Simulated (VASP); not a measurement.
Here is a VASP 6.6.1 calculation.

Contents of INCAR:

```
SYSTEM = Mo
PREC = Accurate ; ENCUT = 520
EDIFF = 1E-6 ; ISMEAR = 0
SIGMA = 0.15 ; LREAL = .False.
LASPH = .True. ; NELM = 80
ALGO = Fast ; ISIF = 2
LWAVE = .False. ; LCHARG = .True.
LELF = .True. ; LVHAR = .True.
NBANDS = 13
```

File KPOINTS:

```
regular mesh
0
Gamma
  22 22 22
  0 0 0
```

The input POSCAR:

```
Mo
1.0
   -1.3496564192      1.5626425505      1.5626425505
    1.5626425505     -1.3496564192      1.5626425505
    1.5626425505      1.5626425505     -1.3496564192
Mo
1
Direct
    0.0000000000      0.0000000000      0.0000000000
```

Potentials or basis: VASP PAW LDA potentials, release 64 (Mo_sv).

Run with:

```console
$ cat potpaw_LDA.64/Mo_sv/POTCAR > POTCAR
$ mpirun -np 1 vasp_std > vasp.out
```

(1) Predict the pressure.

(2) Predict the band gap on the k mesh.

Answers

(1) 7.2 GPa.

(2) zero (bands 7 and 8 overlap by 2.69 eV).

Caveat: the cell stands under pressure.
